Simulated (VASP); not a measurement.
# Zn (P6_3/mmc) in VASP: a series of runs

Runs on Zn. Level: LDA. Tasks: single point.

All numbers are computed with VASP 6.6.1; they aren't measurements. Logs are shortened: lines on timing, memory, paths and dates and some standing lists are left out, and cuts for length are marked.

**1. The cell of the first run**

The structure is hexagonal, space group P6_3/mmc (No. 194). The conventional cell has a = 2.571 Å, b = 2.571 Å, c = 4.736 Å, α = 90.00°, β = 90.00°, γ = 120.00°. Zn (site symmetry -6m2) has 12 Zn at 2.57 to 2.79 Å within 3.4 Å.

**2. Single point, LDA**

File INCAR:

```
SYSTEM = Zn
  PREC = Accurate
  ENCUT = 520
  EDIFF = 1E-6
  ISMEAR = -1
  SIGMA = 0.6
  LREAL = .False.
  LASPH = .True.
  NELM = 80
  ALGO = Normal
  ISIF = 2
  LWAVE = .False.
  LCHARG = .False.
  GGA = CA
  NBANDS = 19
```

File KPOINTS:

```
Automatic mesh
0
Gamma
  14 14 7
  0 0 0
```

File POSCAR:

```
Zn
1.0
    2.5709734941      0.0000000000      0.0000000000
   -1.2854867470      2.2265283583      0.0000000000
    0.0000000000      0.0000000000      4.7361908757
Zn
2
Direct
    0.3333333333      0.6666666667      0.2500000000
    0.6666666667      0.3333333333      0.7500000000
```

Potentials or basis: VASP PAW LDA potentials, release 64 (Zn).

On the command line:

```sh
$ cat potpaw_LDA.64/Zn/POTCAR > POTCAR
$ mpirun -np 1 vasp_std > vasp.out
```

OUTCAR:

```text
SYSTEM = Zn
   PREC = Accurate
   ENCUT = 520
   EDIFF = 1E-6
   ISMEAR = -1
   LREAL = .False.
   LASPH = .True.
   NELM = 80
   ISIF = 2
   GGA = CA

 ion  position               nearest neighbor table
   1  0.333  0.667  0.250-   2 2.79   2 2.79   2 2.79   2 2.79   2 2.79   2 2.79
   2  0.667  0.333  0.750-   1 2.79   1 2.79   1 2.79   1 2.79   1 2.79   1 2.79

  LATTYP: Found a hexagonal cell.
 ALAT       =     2.5709734941
 C/A-ratio  =     1.8421780258

  Lattice vectors:

 A1 = (   2.5709734941,   0.0000000000,   0.0000000000)
 A2 = (  -1.2854867470,   2.2265283583,   0.0000000000)
 A3 = (   0.0000000000,   0.0000000000,   4.7361908757)

Analysis of symmetry for initial positions (statically):
=====================================================================
 Subroutine PRICEL returns:
 Original cell was already a primitive cell.

 Routine SETGRP: Setting up the symmetry group for a
 hexagonal supercell.

 Subroutine GETGRP returns: Found 24 space group operations
 (whereof 12 operations were pure point group operations)
 out of a pool of 24 trial point group operations.

The static configuration has the point symmetry D_3d.
 The point group associated with its full space group is D_6h.

Analysis of symmetry for dynamics (positions and initial velocities):
=====================================================================
 Subroutine PRICEL returns:
 Original cell was already a primitive cell.

 Routine SETGRP: Setting up the symmetry group for a
 hexagonal supercell.

 Subroutine GETGRP returns: Found 24 space group operations
 (whereof 12 operations were pure point group operations)
 out of a pool of 24 trial point group operations.

The dynamic configuration has the point symmetry D_3d.
 The point group associated with its full space group is D_6h.

 Subroutine INISYM returns: Found 24 space group operations
 (whereof 12 operations are pure point group operations),
 and found     1 'primitive' translations

----------------------------------------------------------------------------------------

                                     Primitive cell

  volume of cell :      27.1116

  direct lattice vectors                    reciprocal lattice vectors
     2.570973494  0.000000000  0.000000000     0.388957724  0.224564847  0.000000000
    -1.285486747  2.226528358  0.000000000     0.000000000  0.449129694  0.000000000
     0.000000000  0.000000000  4.736190876     0.000000000  0.000000000  0.211140139

  length of vectors
     2.570973494  2.570973494  4.736190876     0.449129694  0.449129694  0.211140139

  position of ions in fractional coordinates (direct lattice)
     0.333333333  0.666666667  0.250000000
     0.666666667  0.333333333  0.750000000

  ion indices of the primitive-cell ions
   primitive index   ion index
                 1           1
                 2           2

----------------------------------------------------------------------------------------

 KPOINTS: Automatic mesh

Automatic generation of k-mesh.
 Grid dimensions read from file:
 generate k-points for:   14   14    7

 Generating k-lattice:

  Cartesian coordinates                     Fractional coordinates (reciprocal lattice)
     0.027782695  0.016040346  0.000000000     0.071428571  0.000000000  0.000000000
     0.000000000  0.032080692  0.000000000     0.000000000  0.071428571  0.000000000
     0.000000000  0.000000000  0.030162877     0.000000000  0.000000000  0.142857143

  Length of vectors
     0.032080692  0.032080692  0.030162877

  Shift w.r.t. Gamma in fractional coordinates (k-lattice)
     0.000000000  0.000000000  0.000000000

 Subroutine IBZKPT returns following result:
 ===========================================

 Found     96 irreducible k-points:

 Following reciprocal coordinates:
            Coordinates               Weight
  0.000000  0.000000  0.000000      1.000000
  0.071429  0.000000  0.000000      6.000000
  0.142857  0.000000  0.000000      6.000000
  0.214286  0.000000  0.000000      6.000000
  0.285714  0.000000  0.000000      6.000000
  0.357143  0.000000  0.000000      6.000000
[... 16 lines left out ...]
  0.285714  0.285714  0.000000      6.000000
  0.357143  0.285714  0.000000      6.000000
 [... further k-points ...]
   k-points           NKPTS =     96   k-points in BZ     NKDIM =     96   number of bands    NBANDS=     19
   number of dos      NEDOS =    301   number of ions     NIONS =      2
   total plane-waves  NPLWV =  14400
   dimension x,y,z NGX =    20 NGY =   20 NGZ =   36
   dimension x,y,z NGXF=    40 NGYF=   40 NGZF=   72
   ions per type =               2
   NGX,Y,Z   is equivalent  to a cutoff of  12.93, 12.93, 12.64 a.u.
   NGXF,Y,Z  is equivalent  to a cutoff of  25.87, 25.87, 25.27 a.u.
 SYSTEM =  Zn
   PREC   = accura    normal or accurate (medium, high low for compatibility)
   ISTART =      0    job   : 0-new  1-cont  2-samecut
   ICHARG =      2    charge: 1-file 2-atom 10-const
   ISPIN  =      1    spin polarized calculation?
   LNONCOLLINEAR =      F non collinear calculations
   LSORBIT =      F    spin-orbit coupling
   LASPH  =      T    aspherical Exc in radial PAW
   ENCUT  =  520.0 eV  38.22 Ry    6.18 a.u.   4.78  4.78  8.81*2*pi/ulx,y,z
   NELM   =     80;   NELMIN=  2; NELMDL= -5     # of ELM steps
   EDIFF  = 0.1E-05   stopping-criterion for ELM
   LREAL  =      F    real-space projection
   EDIFFG = 0.1E-04   stopping-criterion for IOM
   NSW    =      0    number of steps for IOM
   IBRION =     -1    ionic relax: 0-MD 1-quasi-New 2-CG
   NFREE  =      0    steps in history (QN), initial steepest desc. (CG)
   ISIF   =      2    stress and relaxation
   ISYM   =      2    0-nonsym 1-usesym 2-fastsym
   POTIM  = 0.5000    time-step for ionic-motion
   TEBEG  =    0.0;   TEEND  =   0.0 temperature during run
   PSTRESS=    0.0 pullay stress
   NELECT =      24.0000    total number of electrons
   NUPDOWN=      -1.0000    fix difference up-down
   EMIN   =  10.00;   EMAX   =-10.00  energy-range for DOS
   EFERMI =   0.00;   METHOD = LEGACY
   ISMEAR =    -1;   SIGMA  =   0.60  broadening in eV -4-tet -1-fermi 0-gaus
   EFERMI_NEDOS =   21; number of points for ismear=-14 and -15
   IALGO  =     38    algorithm
   IMIX   =      4    mixing-type and parameters
     AMIX     =   0.40;   BMIX     =  1.00
     AMIX_MAG =   1.60;   BMIX_MAG =  1.00
  volume/ion in A,a.u.               =      13.56        91.48
  Fermi-wavevector in a.u.,A,eV,Ry     =   1.571907  2.970474 33.618530  2.470892
  Thomas-Fermi vector in A             =   2.673421
   LORBIT       =      0    0 simple, 1 ext, 2 COOP (PROOUT), +10 PAW based schemes
   GGA     = CA    functional components
   LHFCALC =     F    Hartree Fock is set to
   AEXX    =    0.0000 exact exchange contribution
   IVDW    =     0    specifies the selected vdW correction
   LEPSILON=     F    determine dielectric tensor
   LRPA    =     F    only Hartree local field effects (RPA)
 non-spin polarized calculation
  energy-cutoff  :      520.00
  volume of cell :       27.11
 maximum number of plane-waves:       743
 NGX is ok and might be reduce to    20
   NGX =  9   NGY =  9   NGZ = 17

 number of electron      23.9999991 magnetization

 Free energy of the ion-electron system (eV)
  ---------------------------------------------------
  ext. energy  EPLUGINS =         0.00000000
  ---------------------------------------------------
  free energy    TOTEN  =        -4.02541168 eV

  energy without entropy =       -3.43245896  energy(sigma->0) =       -3.72893532

 E-fermi :   3.7470     XC(G=0): -12.5118

 val. band max:        3.5926458113   @ k =   0.2143   0.1429   0.0000
 cond. band min:       3.8032580141   @ k =   0.2143   0.0000   0.1429
 fundamental gap:      0.2106122028
 Fermi energy:         3.7469541721

 k-point     1 :       0.0000    0.0000    0.0000
  band No.  band energies     occupation
      1      -7.5995      2.00000
      2      -5.4634      2.00000
      3      -4.5849      2.00000
      4      -4.3177      2.00000
      5      -4.3177      2.00000
      6      -4.2524      2.00000
[... 11 lines left out ...]
     18      24.0374      0.00000
     19      24.1851      0.00000

 k-point     2 :       0.0714    0.0000    0.0000
  band No.  band energies     occupation
      1      -7.4366      2.00000
      2      -5.3864      2.00000
      3      -4.5675      2.00000
      4      -4.3348      2.00000
      5      -4.2747      2.00000
      6      -4.2722      2.00000
[... 11 lines left out ...]
     18      23.0902      0.00000
     19      25.5580      0.00000

 k-point     3 :       0.1429    0.0000    0.0000
  band No.  band energies     occupation
      1      -6.9595      2.00000
      2      -5.1899      2.00000
      3      -4.5411      2.00000
      4      -4.3706      2.00000
      5      -4.2877      2.00000
      6      -4.1523      2.00000
[... 11 lines left out ...]
     18      21.8267      0.00000
     19      23.1112      0.00000

 k-point     4 :       0.2143    0.0000    0.0000
  band No.  band energies     occupation
      1      -6.2243      2.00000
      2      -5.0057      2.00000
      3      -4.5057      2.00000
      4      -4.4165      2.00000
      5      -4.3589      2.00000
      6      -4.1574      2.00000
[... 11 lines left out ...]
     18      20.6293      0.00000
     19      20.9473      0.00000

 k-point     5 :       0.2857    0.0000    0.0000
  band No.  band energies     occupation
      1      -5.4771      2.00000
      2      -4.9988      2.00000
      3      -4.6117      2.00000
      4      -4.4035      2.00000
      5      -4.2830      2.00000
      6      -4.1274      2.00000
[... 11 lines left out ...]
     18      19.9684      0.00000
     19      21.8725      0.00000
[... 334 lines left out ...]
      2      -4.7952      2.00000
      3      -4.7038      2.00000
      4      -4.3532      2.00000
      5      -4.3014      2.00000
      6      -4.1912      2.00000
[... 11 lines left out ...]
     18      14.4951      0.00000
     19      15.7337      0.00000

 k-point    22 :       0.3571    0.2143    0.0000
  band No.  band energies     occupation
      1      -4.8438      2.00000
      2      -4.8226      2.00000
      3      -4.7217      2.00000
      4      -4.3320      2.00000
      5      -4.2622      2.00000
      6      -4.1848      2.00000
[... 11 lines left out ...]
     18      14.1558      0.00000
     19      15.3869      0.00000

 k-point    23 :       0.2857    0.2857    0.0000
  band No.  band energies     occupation
      1      -4.7881      2.00000
      2      -4.6869      2.00000
      3      -4.6117      2.00000
      4      -4.3656      2.00000
      5      -4.3453      2.00000
      6      -4.2564      2.00000
[... 11 lines left out ...]
     18      12.1477      0.00000
     19      13.9581      0.00000

 k-point    24 :       0.3571    0.2857    0.0000
  band No.  band energies     occupation
      1      -4.7802      2.00000
      2      -4.6443      2.00000
      3      -4.5808      2.00000
      4      -4.3750      2.00000
      5      -4.3392      2.00000
      6      -4.3224      2.00000
[... 11 lines left out ...]
     18      11.7870      0.00000
     19      13.4868      0.00000

 [... further k-points ...]
[... 5 lines left out ...]
  --------------------------------------------------------------------------------------
  -------------------------------------------------------------------------------------
  Total        0.5665362      0.5665362      0.2623921      0.0000000     -0.0000000      0.0000000
  in kB       33.4798256     33.4798256     15.5062327      0.0000000     -0.0000000      0.0000000
  external PRESSURE =      27.4886280 kB  Pullay stress =       0.0000000 kB

 VOLUME and BASIS-vectors are now :
 -----------------------------------------------------------------------------
  energy-cutoff  :      520.00
  volume of cell :       27.11
      direct lattice vectors                 reciprocal lattice vectors
     2.570973494  0.000000000  0.000000000     0.388957724  0.224564847  0.000000000
    -1.285486747  2.226528358  0.000000000     0.000000000  0.449129694  0.000000000
     0.000000000  0.000000000  4.736190876     0.000000000  0.000000000  0.211140139

 POSITION                                       TOTAL-FORCE (eV/Angst)
 -----------------------------------------------------------------------------------
     -0.00000      1.48435      1.18405        -0.000000      0.000000      0.000000
      1.28549      0.74218      3.55214         0.000000     -0.000000      0.000000
 -----------------------------------------------------------------------------------
    total drift:                                0.000000     -0.000000      0.000000

  FREE ENERGIE OF THE ION-ELECTRON SYSTEM (eV)
  ---------------------------------------------------
  free  energy   TOTEN  =        -4.0254116829 eV

  energy  without entropy=       -3.4324589550  energy(sigma->0) =       -3.72893532
```

Run time: 15 s. Hardware: 1 thread of Intel Xeon 6975P-C (Granite Rapids), shared host; peak memory 0.15 GiB.

What came out:

* Free energy: -4.0254 eV
* Pressure: 2.7 GPa
* Band gap on the k mesh: zero (band 12 reaches 5.21 eV, above the bottom of band 13 at 0.86 eV)

Stress tensor (GPa, compression positive):
```
3.35 0.00 0.00
0.00 3.35 0.00
0.00 0.00 1.55
```

**3. Single point, LDA**

File INCAR:

```
SYSTEM = Zn
PREC = Accurate
ENCUT = 520
EDIFF = 1E-7
ISMEAR = -1
SIGMA = 1.0
LREAL = .FALSE.
LASPH = .TRUE.
NELM = 100
ALGO = Normal
ISIF = 2
LWAVE = .FALSE.
LCHARG = .FALSE.
GGA = CA
NBANDS = 19
```

File KPOINTS:

```
Automatic mesh
0
G
  14 14 7
  0 0 0
```

POSCAR is that of step 2.

Potentials or basis: VASP PAW LDA potentials, release 64 (Zn).

On the command line:

```sh
$ cat potpaw_LDA.64/Zn/POTCAR > POTCAR
$ mpirun -np 1 vasp_std > vasp.out
```

It took 16 s on 1 thread of Intel Xeon 6975P-C (Granite Rapids), shared host; peak memory 0.15 GiB.

It converged, with:

```
Free energy            : -4.5825 eV
Pressure               : 6.1 GPa
Band gap on the k mesh : zero (band 12 reaches 5.21 eV, above the bottom of band 13 at 0.86 eV)
```

Stress tensor (GPa, compression positive):
```
7.20 0.00 0.00
0.00 7.20 0.00
0.00 0.00 3.88
```

Levels at points of the mesh, in eV from the Fermi level:
```
           k point  band 10  band 11  band 12  band 13  band 14  band 15
(0.00, 0.00, 0.00)    -7.30    -7.30    -4.10    -2.85    14.95    18.74
(0.50, 0.00, 0.00)    -7.08    -3.17    -2.24     2.97     3.72     4.83
```

**4. Single point, LDA**

File INCAR:

```
SYSTEM = Zn
PREC = Accurate
ENCUT = 520
EDIFF = 1E-6
ISMEAR = 0
SIGMA = 0.01
LREAL = .FALSE.
LASPH = .TRUE.
NELM = 80
ALGO = Normal
ISIF = 2
LWAVE = .FALSE.
LCHARG = .TRUE.
LELF = .TRUE.
LVHAR = .TRUE.
NBANDS = 19
```

KPOINTS is that of step 3.

POSCAR is that of step 3.

On the command line:

```sh
$ cat potpaw_LDA.64/Zn/POTCAR > POTCAR
$ mpirun -np 1 vasp_std > vasp.out
```

Wall time 15 s (1 thread of Intel Xeon 6975P-C (Granite Rapids), shared host); peak memory 0.15 GiB.

It converged, with:

```yaml
Free_energy: -3.7481 eV
Pressure: 0.7 GPa
Band_gap_on_the_k_mesh: zero (band 12 reaches 5.21 eV, above the bottom of band 13 at 0.86 eV)
```

Stress tensor (GPa, compression positive):
```
 1.72  0.00  0.00
 0.00  1.72  0.00
 0.00  0.00 -1.24
```

Levels at points of the mesh, in eV from the Fermi level:
| k point | band 10 | band 11 | band 12 | band 13 | band 14 | band 15 |
| --- | --- | --- | --- | --- | --- | --- |
| (0.00, 0.00, 0.00) | -7.19 | -7.19 | -4.00 | -2.73 | 15.06 | 18.85 |
| (0.50, 0.00, 0.00) | -6.96 | -3.06 | -2.13 | 3.09 | 3.82 | 4.95 |

**5. Single point, LDA**

File INCAR:

```
ALGO = Normal ; EDIFF = 1E-6
ENCUT = 520 ; GGA = CA
ISIF = 2 ; ISMEAR = 0
LASPH = T ; LCHARG = F
LREAL = F ; LWAVE = F
NBANDS = 19 ; NELM = 100
PREC = Accurate ; SIGMA = 0.03
```

File KPOINTS:

```
k-points
0
Gamma
  14 14 7
```

POSCAR is that of step 4.

On the command line:

```sh
$ cat potpaw_LDA.64/Zn/POTCAR > POTCAR
$ mpirun -np 1 vasp_std > vasp.out
```

It took 14 s on 1 thread of Intel Xeon 6975P-C (Granite Rapids), shared host; peak memory 0.15 GiB.

The run converged. Its results:

```yaml
Free_energy: -3.7482 eV
Pressure: 0.7 GPa
Band_gap_on_the_k_mesh: zero (band 12 reaches 5.21 eV, above the bottom of band 13 at 0.86 eV)
```

Stress tensor (GPa, compression positive):
```
 1.68  0.00  0.00
 0.00  1.68  0.00
 0.00  0.00 -1.19
```

Levels at points of the mesh, in eV from the Fermi level:
| k point | band 10 | band 11 | band 12 | band 13 | band 14 | band 15 |
| --- | --- | --- | --- | --- | --- | --- |
| (0.00, 0.00, 0.00) | -7.20 | -7.20 | -4.02 | -2.75 | 15.04 | 18.83 |
| (0.50, 0.00, 0.00) | -6.97 | -3.07 | -2.14 | 3.07 | 3.81 | 4.94 |

**6. The runs side by side**

| smearing | gap on the mesh (eV) | pressure (GPa) |
| --- | --- | --- |
| fermi-dirac 0.6 eV | none | 2.7 |
| fermi-dirac 1 eV | none | 6.1 |
| gaussian 0.01 eV | none | 0.7 |
| gaussian 0.03 eV | none | 0.7 |

Alike in all rows: task single point; level LDA; potentials or basis VASP PAW LDA potentials, release 64 (Zn); no spin polarisation; cell as given; k mesh 14 × 14 × 7; cutoff (eV) 520.

Every run on the cell as given and a fine mesh finds a metal.

Total energies depend on the potentials used, so only differences within one code and one set of settings carry meaning.
